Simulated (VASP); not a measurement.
# SnS2 (Berndtite-2T) (P-3m1) in VASP: a series of runs

The runs below take SnS2 (Berndtite-2T) through single point, with revPBE.

Everything below comes from runs of VASP 6.6.1. Logs are shortened: lines on timing, memory, paths and dates and some standing lists are left out, and cuts for length are marked.

**1. The cell of the first run**

The structure is trigonal, space group P-3m1 (No. 164). The conventional cell has a = 3.530 Å, b = 3.530 Å, c = 6.237 Å, α = 90.00°, β = 90.00°, γ = 120.00°. Sn (site symmetry -3m) has 6 S at 2.57 Å within 3.4 Å. S (site symmetry 3m) has 3 Sn at 2.57 Å within 3.4 Å.

**2. Single point, revPBE**

Input file INCAR:

```
PREC     = Accurate       # precision mode
ENCUT    = 500            # plane-wave cutoff, eV
EDIFF    = 1E-6           # SCF threshold, eV
ISMEAR   = -1             # smearing method
SIGMA    = 0.02           # smearing width, eV
LREAL    = False          # projectors in reciprocal space
LASPH    = True           # aspherical terms in the spheres
NELM     = 120            # most SCF steps
ALGO     = Normal         # electronic algorithm
ISIF     = 2              # what is computed and relaxed
LWAVE    = False          # write WAVECAR
LCHARG   = False          # write CHGCAR
GGA      = RE             # functional
NBANDS   = 20             # bands
GGA_COMPAT= False
```

Input file KPOINTS:

```
regular mesh
0
Gamma
  6 6 3
```

Input file POSCAR:

```
SnS2
1.0
    3.5298300000      0.0000000000      0.0000000000
   -1.7649150000      3.0569220200      0.0000000000
    0.0000000000      0.0000000000      6.2365819960
Sn S
1 2
Direct
    0.0000000000      0.0000000000      0.0000000000
    0.3333333333      0.6666666667      0.2500000000
    0.6666666667      0.3333333333      0.7500000000
```

Potentials or basis: VASP PAW PBE potentials, release 64 (Sn_d, S).

The run is started by

```bash
> cat potpaw_PBE.64/Sn_d/POTCAR potpaw_PBE.64/S/POTCAR > POTCAR
> mpirun -np 1 vasp_std > vasp.out
```

OUTCAR:

```text
PREC = Accurate
   ENCUT = 500
   EDIFF = 1E-6
   ISMEAR = -1
   LREAL = False
   LASPH = True
   NELM = 120
   ISIF = 2
   GGA = RE

 ion  position               nearest neighbor table
   1  0.000  0.000  0.000-   2 2.57   3 2.57   3 2.57   2 2.57   3 2.57   2 2.57
   2  0.333  0.667  0.250-   1 2.57   1 2.57   1 2.57
   3  0.667  0.333  0.750-   1 2.57   1 2.57   1 2.57

  LATTYP: Found a hexagonal cell.
 ALAT       =     3.5298300000
 C/A-ratio  =     1.7668221971

  Lattice vectors:

 A1 = (   3.5298300000,   0.0000000000,   0.0000000000)
 A2 = (  -1.7649150000,   3.0569220200,   0.0000000000)
 A3 = (   0.0000000000,   0.0000000000,   6.2365819960)

Analysis of symmetry for initial positions (statically):
=====================================================================
 Subroutine PRICEL returns:
 Original cell was already a primitive cell.

 Routine SETGRP: Setting up the symmetry group for a
 hexagonal supercell.

 Subroutine GETGRP returns: Found 12 space group operations
 (whereof 12 operations were pure point group operations)
 out of a pool of 24 trial point group operations.

The static configuration has the point symmetry D_3d.

Analysis of symmetry for dynamics (positions and initial velocities):
=====================================================================
 Subroutine PRICEL returns:
 Original cell was already a primitive cell.

 Routine SETGRP: Setting up the symmetry group for a
 hexagonal supercell.

 Subroutine GETGRP returns: Found 12 space group operations
 (whereof 12 operations were pure point group operations)
 out of a pool of 24 trial point group operations.

The dynamic configuration has the point symmetry D_3d.

 Subroutine INISYM returns: Found 12 space group operations
 (whereof 12 operations are pure point group operations),
 and found     1 'primitive' translations

----------------------------------------------------------------------------------------

                                     Primitive cell

  volume of cell :      67.2953

  direct lattice vectors                    reciprocal lattice vectors
[... 65 lines left out ...]
   total plane-waves  NPLWV =  37632
   dimension x,y,z NGX =    28 NGY =   28 NGZ =   48
   dimension x,y,z NGXF=    56 NGYF=   56 NGZF=   96
   ions per type =               1   2
   NGX,Y,Z   is equivalent  to a cutoff of  13.19, 13.19, 12.80 a.u.
   NGXF,Y,Z  is equivalent  to a cutoff of  26.37, 26.37, 25.59 a.u.
 SYSTEM =  unknown system
   PREC   = accura    normal or accurate (medium, high low for compatibility)
   ISTART =      0    job   : 0-new  1-cont  2-samecut
   ICHARG =      2    charge: 1-file 2-atom 10-const
   ISPIN  =      1    spin polarized calculation?
   LNONCOLLINEAR =      F non collinear calculations
   LSORBIT =      F    spin-orbit coupling
   LASPH  =      T    aspherical Exc in radial PAW
   ENCUT  =  500.0 eV  36.75 Ry    6.06 a.u.   6.44  6.44 11.37*2*pi/ulx,y,z
   NELM   =    120;   NELMIN=  2; NELMDL= -5     # of ELM steps
   EDIFF  = 0.1E-05   stopping-criterion for ELM
   LREAL  =      F    real-space projection
[... 7 lines left out ...]
   TEBEG  =    0.0;   TEEND  =   0.0 temperature during run
   PSTRESS=    0.0 pullay stress
   NELECT =      26.0000    total number of electrons
   NUPDOWN=      -1.0000    fix difference up-down
   EMIN   =  10.00;   EMAX   =-10.00  energy-range for DOS
   EFERMI =   0.00;   METHOD = LEGACY
   ISMEAR =    -1;   SIGMA  =   0.02  broadening in eV -4-tet -1-fermi 0-gaus
   EFERMI_NEDOS =   21; number of points for ismear=-14 and -15
   IALGO  =     38    algorithm
   IMIX   =      4    mixing-type and parameters
     AMIX     =   0.40;   BMIX     =  1.00
     AMIX_MAG =   1.60;   BMIX_MAG =  1.00
  volume/ion in A,a.u.               =      22.43       151.38
  Fermi-wavevector in a.u.,A,eV,Ry     =   1.192352  2.253218 19.343436  1.421702
  Thomas-Fermi vector in A             =   2.328392
   LORBIT       =      0    0 simple, 1 ext, 2 COOP (PROOUT), +10 PAW based schemes
   GGA     = RE    functional components
   LHFCALC =     F    Hartree Fock is set to
   AEXX    =    0.0000 exact exchange contribution
   IVDW    =     0    specifies the selected vdW correction
   LEPSILON=     F    determine dielectric tensor
   LRPA    =     F    only Hartree local field effects (RPA)
 non-spin polarized calculation
  energy-cutoff  :      500.00
  volume of cell :       67.30
 maximum number of plane-waves:      1729
 NGX is ok and might be reduce to    28

 number of electron      25.9999996 magnetization

 Free energy of the ion-electron system (eV)
  ---------------------------------------------------
  ext. energy  EPLUGINS =         0.00000000
  ---------------------------------------------------
  free energy    TOTEN  =       -12.12499040 eV

  energy without entropy =      -12.12499040  energy(sigma->0) =      -12.12499040

 E-fermi :   5.4907     XC(G=0):  -9.4934

 val. band max:        4.9544729995   @ k =   0.1667   0.0000   0.0000
 cond. band min:       6.2514875960   @ k =   0.5000   0.0000   0.3333
 fundamental gap:      1.2970145965
 Fermi energy:         5.4906893313

 k-point     1 :       0.0000    0.0000    0.0000
  band No.  band energies     occupation
      1     -16.1324      2.00000
      2     -16.1324      2.00000
      3     -16.0648      2.00000
      4     -16.0324      2.00000
      5     -16.0324      2.00000
      6      -9.0580      2.00000
[... 380 lines left out ...]
     19      14.9290      0.00000
     20      14.9290      0.00000

------------------------ aborting loop because EDIFF is reached ----------------------------------------

  FORCE on cell =-STRESS in cart. coord.  units (eV):
  Direction    XX          YY          ZZ          XY          YZ          ZX
  --------------------------------------------------------------------------------------
  -------------------------------------------------------------------------------------
  Total        3.7741214      3.7741203      0.1686498      0.0000000      0.0000000     -0.0000000
  in kB       89.8548779     89.8548526      4.0152418      0.0000000      0.0000000     -0.0000000
  external PRESSURE =      61.2416574 kB  Pullay stress =       0.0000000 kB

 VOLUME and BASIS-vectors are now :
 -----------------------------------------------------------------------------
  energy-cutoff  :      500.00
  volume of cell :       67.30
      direct lattice vectors                 reciprocal lattice vectors
     3.529830000  0.000000000  0.000000000     0.283299762  0.163563217  0.000000000
    -1.764915000  3.056922020  0.000000000     0.000000000  0.327126434  0.000000000
     0.000000000  0.000000000  6.236581996     0.000000000  0.000000000  0.160344240

 POSITION                                       TOTAL-FORCE (eV/Angst)
 -----------------------------------------------------------------------------------
      0.00000      0.00000      0.00000        -0.000000      0.000000      0.000000
     -0.00000      2.03795      1.55915        -0.000000     -0.000000     -0.333342
      1.76492      1.01897      4.67744         0.000000      0.000000      0.333342
 -----------------------------------------------------------------------------------
    total drift:                               -0.000000     -0.000000     -0.000000

  FREE ENERGIE OF THE ION-ELECTRON SYSTEM (eV)
  ---------------------------------------------------
  free  energy   TOTEN  =       -12.1249903975 eV

  energy  without entropy=      -12.1249903975  energy(sigma->0) =      -12.12499040
```

stdout:

```text
POSCAR found type information on POSCAR SnS
 POSCAR found :  2 types and       3 ions
 scaLAPACK will be used
 -----------------------------------------------------------------------------
|                                                                             |
|                                                                             |
|     You enforced a specific xc type in the INCAR file but a different       |
|     I HOPE YOU KNOW WHAT YOU ARE DOING!                                     |
|                                                                             |
 -----------------------------------------------------------------------------

 LDA part: xc-table for (Slater+PW92), standard interpolation
 POSCAR, INCAR and KPOINTS ok, starting setup
 FFT: planning ... GRIDC
 FFT: planning ... GRID_SOFT
 FFT: planning ... GRID
 WAVECAR not read
 entering main loop
```

Run time: 50 s. Hardware: 1 thread of Intel Xeon 8259CL, shared host; peak memory 0.18 GiB.

What came out:

```
Free energy            : -12.1250 eV
Pressure               : 6.1 GPa
Largest force          : 0.333 eV/Å
Band gap on the k mesh : 1.30 eV, indirect (least direct gap 1.80 eV)
```

Forces in eV/Å, atoms in the order of the input:
```
Sn   0.000  0.000  0.000
S    0.000  0.000 -0.333
S    0.000  0.000  0.333
```

Caveat: the PAW data sets were made with another functional, which shifts forces and pressure a little; spin-orbit coupling is left out, which moves the levels of the heavy elements; this functional lacks dispersion, which binds the layers, so the pressure and a relaxed spacing across them are unreliable. A k mesh can miss the band edges.

**3. Single point, revPBE**

This run uses another cell than the first one, of the same volume but with other edges.

Input file INCAR:

```
SYSTEM = SnS2
PREC = Accurate ; ENCUT = 500
EDIFF = 1E-6 ; ISMEAR = -1
SIGMA = 0.02 ; LREAL = .FALSE.
LASPH = .TRUE. ; NELM = 120
ALGO = Normal ; ISIF = 2
LWAVE = .FALSE. ; LCHARG = .FALSE.
GGA = RE ; NBANDS = 20
GGA_COMPAT = .FALSE.
```

Input file KPOINTS:

```
Automatic mesh
0
G
  6 6 3
  0 0 0
```

Input file POSCAR:

```
SnS2
1.0
    3.5844150000      0.0000000000      0.0000000000
   -1.7922075000      3.1041940100      0.0000000000
    0.0000000000      0.0000000000      6.0480816305
Sn S
1 2
Direct
    0.0000000000      0.0000000000      0.0000000000
    0.3333333333      0.6666666667      0.2500000000
    0.6666666667      0.3333333333      0.7500000000
```

Potentials or basis: VASP PAW PBE potentials, release 64 (Sn_d, S).

The run is started by

```bash
> cat potpaw_PBE.64/Sn_d/POTCAR potpaw_PBE.64/S/POTCAR > POTCAR
> mpirun -np 1 vasp_std > vasp.out
```

OUTCAR:

```text
SYSTEM = SnS2
   PREC = Accurate
   ENCUT = 500
   EDIFF = 1E-6
   ISMEAR = -1
   LREAL = .FALSE.
   LASPH = .TRUE.
   NELM = 120
   ISIF = 2
   GGA = RE

 ion  position               nearest neighbor table
   1  0.000  0.000  0.000-   2 2.56   3 2.56   3 2.56   2 2.56   3 2.56   2 2.56
   2  0.333  0.667  0.250-   1 2.56   1 2.56   1 2.56
   3  0.667  0.333  0.750-   1 2.56   1 2.56   1 2.56

  LATTYP: Found a hexagonal cell.
 ALAT       =     3.5844150000
 C/A-ratio  =     1.6873273967

  Lattice vectors:

 A1 = (   3.5844150000,   0.0000000000,   0.0000000000)
 A2 = (  -1.7922075000,   3.1041940100,   0.0000000000)
 A3 = (   0.0000000000,   0.0000000000,   6.0480816305)

Analysis of symmetry for initial positions (statically):
=====================================================================
 Subroutine PRICEL returns:
 Original cell was already a primitive cell.

 Routine SETGRP: Setting up the symmetry group for a
 hexagonal supercell.

 Subroutine GETGRP returns: Found 12 space group operations
 (whereof 12 operations were pure point group operations)
 out of a pool of 24 trial point group operations.

The static configuration has the point symmetry D_3d.

Analysis of symmetry for dynamics (positions and initial velocities):
=====================================================================
 Subroutine PRICEL returns:
 Original cell was already a primitive cell.

 Routine SETGRP: Setting up the symmetry group for a
 hexagonal supercell.

 Subroutine GETGRP returns: Found 12 space group operations
 (whereof 12 operations were pure point group operations)
 out of a pool of 24 trial point group operations.

The dynamic configuration has the point symmetry D_3d.

 Subroutine INISYM returns: Found 12 space group operations
 (whereof 12 operations are pure point group operations),
 and found     1 'primitive' translations

----------------------------------------------------------------------------------------
[... 104 lines left out ...]
   IALGO  =     38    algorithm
   IMIX   =      4    mixing-type and parameters
     AMIX     =   0.40;   BMIX     =  1.00
     AMIX_MAG =   1.60;   BMIX_MAG =  1.00
  volume/ion in A,a.u.               =      22.43       151.38
  Fermi-wavevector in a.u.,A,eV,Ry     =   1.192352  2.253218 19.343436  1.421702
  Thomas-Fermi vector in A             =   2.328392
   LORBIT       =      0    0 simple, 1 ext, 2 COOP (PROOUT), +10 PAW based schemes
   GGA     = RE    functional components
   LHFCALC =     F    Hartree Fock is set to
   AEXX    =    0.0000 exact exchange contribution
   IVDW    =     0    specifies the selected vdW correction
   LEPSILON=     F    determine dielectric tensor
   LRPA    =     F    only Hartree local field effects (RPA)
 non-spin polarized calculation
  energy-cutoff  :      500.00
  volume of cell :       67.30
 maximum number of plane-waves:      1744
 NGX is ok and might be reduce to    28

 number of electron      26.0000001 magnetization

 Free energy of the ion-electron system (eV)
  ---------------------------------------------------
  ext. energy  EPLUGINS =         0.00000000
  ---------------------------------------------------
  free energy    TOTEN  =       -12.20599928 eV

  energy without entropy =      -12.20599928  energy(sigma->0) =      -12.20599928

 E-fermi :   5.3028     XC(G=0):  -9.5038

 val. band max:        4.8348179489   @ k =   0.1667  -0.0000   0.0000
 cond. band min:       6.3126678455   @ k =   0.5000   0.0000   0.3333
 fundamental gap:      1.4778498966
 Fermi energy:         5.3027761978

 k-point     1 :       0.0000    0.0000    0.0000
  band No.  band energies     occupation
      1     -16.1201      2.00000
      2     -16.1201      2.00000
      3     -16.0664      2.00000
      4     -16.0372      2.00000
      5     -16.0372      2.00000
      6      -9.0208      2.00000
[... 380 lines left out ...]
     19      14.6862      0.00000
     20      14.6862      0.00000

------------------------ aborting loop because EDIFF is reached ----------------------------------------

  FORCE on cell =-STRESS in cart. coord.  units (eV):
  Direction    XX          YY          ZZ          XY          YZ          ZX
  --------------------------------------------------------------------------------------
  -------------------------------------------------------------------------------------
  Total        3.0619090      3.0619082      1.3422049      0.0000000      0.0000000      0.0000000
  in kB       72.8984137     72.8983931     31.9554262      0.0000000      0.0000000      0.0000000
  external PRESSURE =      59.2507443 kB  Pullay stress =       0.0000000 kB

 VOLUME and BASIS-vectors are now :
 -----------------------------------------------------------------------------
  energy-cutoff  :      500.00
  volume of cell :       67.30
      direct lattice vectors                 reciprocal lattice vectors
     3.584415000  0.000000000  0.000000000     0.278985553  0.161072407  0.000000000
    -1.792207500  3.104194010  0.000000000     0.000000000  0.322144813  0.000000000
     0.000000000  0.000000000  6.048081630     0.000000000  0.000000000  0.165341684

 POSITION                                       TOTAL-FORCE (eV/Angst)
 -----------------------------------------------------------------------------------
      0.00000      0.00000      0.00000        -0.000000      0.000000      0.000000
     -0.00000      2.06946      1.51202         0.000000      0.000000     -0.021866
      1.79221      1.03473      4.53606        -0.000000     -0.000000      0.021866
 -----------------------------------------------------------------------------------
    total drift:                               -0.000000     -0.000000     -0.000000

  FREE ENERGIE OF THE ION-ELECTRON SYSTEM (eV)
  ---------------------------------------------------
  free  energy   TOTEN  =       -12.2059992755 eV

  energy  without entropy=      -12.2059992755  energy(sigma->0) =      -12.20599928
```

stdout:

```text
POSCAR found type information on POSCAR SnS
 POSCAR found :  2 types and       3 ions
 scaLAPACK will be used
 -----------------------------------------------------------------------------
|                                                                             |
|                                                                             |
|     You enforced a specific xc type in the INCAR file but a different       |
|     I HOPE YOU KNOW WHAT YOU ARE DOING!                                     |
|                                                                             |
 -----------------------------------------------------------------------------

 LDA part: xc-table for (Slater+PW92), standard interpolation
 POSCAR, INCAR and KPOINTS ok, starting setup
 FFT: planning ... GRIDC
 FFT: planning ... GRID_SOFT
 FFT: planning ... GRID
 WAVECAR not read
 entering main loop
```

Run time: 39 s. Hardware: 1 thread of Intel Xeon 8259CL, shared host; peak memory 0.18 GiB.

What came out:

- Free energy: -12.2060 eV
- Pressure: 5.9 GPa
- Largest force: 0.022 eV/Å
- Band gap on the k mesh: 1.48 eV, indirect (least direct gap 1.94 eV)

Forces in eV/Å, atoms in the order of the input:
```
Sn   0.000  0.000  0.000
S    0.000  0.000 -0.022
S    0.000  0.000  0.022
```

Levels at points of the mesh, in eV from the valence-band top:
```
           k point  band 11  band 12  band 13  band 14  band 15  band 16
(0.00, 0.00, 0.00)    -0.28    -0.16    -0.16     2.31     4.04     5.72
(0.50, 0.00, 0.00)    -2.34    -1.08    -0.24     1.82     4.61     5.95
```

Caveat: the PAW data sets were made with another functional, which shifts forces and pressure a little; spin-orbit coupling is left out, which moves the levels of the heavy elements; this functional lacks dispersion, which binds the layers, so the pressure and a relaxed spacing across them are unreliable. A k mesh can miss the band edges.

[end of part 1 of 2]
